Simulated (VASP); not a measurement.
Here is a VASP 6.6.1 calculation.

Contents of INCAR:

```
ALGO     = Normal         # electronic algorithm
EDIFF    = 1E-6           # SCF threshold, eV
ENCUT    = 520            # plane-wave cutoff, eV
GGA      = RE             # functional
ISIF     = 2              # what is computed and relaxed
ISMEAR   = -1             # smearing method
ISPIN    = 2              # spin polarisation
LASPH    = True           # aspherical terms in the spheres
LCHARG   = True           # write CHGCAR
LELF     = True           # ELF
LMAXMIX  = 4              # l up to which the mixer works
LORBIT   = 11             # projections on sites
LREAL    = False          # projectors in reciprocal space
LVHAR    = True         
LWAVE    = False          # write WAVECAR
MAGMOM   = 0 0 3 3 0 0 0 0 0 # initial moments
NBANDS   = 47             # bands
NELM     = 150            # most SCF steps
PREC     = Accurate       # precision mode
SIGMA    = 0.05           # smearing width, eV
```

File KPOINTS:

```
k-points
0
Gamma
  4 4 4
```

POSCAR

```
CsLiCr2Te2S3
1.0
    3.3414468842      1.9291834028      7.6582837803
   -3.3414468842      1.9291834028      7.6582837803
    0.0000000000     -3.8583723715      7.6582823782
Cs Li Cr Te S
1 1 2 2 3
Direct
    0.0000000000      0.0000000000      0.0000000000
    0.5000000000      0.5000000000      0.5000000000
    0.8012925324      0.8012925324      0.8012925324
    0.1987074676      0.1987074676      0.1987074676
    0.6940807300      0.6940807300      0.6940807300
    0.3059192700      0.3059192700      0.3059192700
    0.1357108954      0.8642891046      0.5000000000
    0.5000000000      0.1357108954      0.8642891046
    0.8642891046      0.5000000000      0.1357108954
```

Potentials or basis: VASP PAW PBE potentials, release 64 (Cs_sv, Li_sv, Cr_pv, Te, S).

Run with:

```sh
$ cat potpaw_PBE.64/Cs_sv/POTCAR potpaw_PBE.64/Li_sv/POTCAR potpaw_PBE.64/Cr_pv/POTCAR potpaw_PBE.64/Te/POTCAR potpaw_PBE.64/S/POTCAR > POTCAR
$ mpirun -np 1 vasp_std > vasp.out
```

(1) Estimate the band gap on the k mesh.

(2) Predict the largest force.

(3) What does it give for the site moments?

(4) Predict the net moment.

## Answers

(1) zero (filled and empty bands overlap).

(2) 0.007 eV/Å.

(3) Cs -0.01; Li +0.00; Cr +2.38; Te -0.24; S -0.10 μB.

(4) 4.00 μB per cell.

Caveat: the PAW data sets were made with another functional, which shifts forces and pressure a little; spin-orbit coupling is left out, which moves the levels of the heavy elements; the run started ferromagnetic, and an antiferromagnetic order may lie lower in energy.
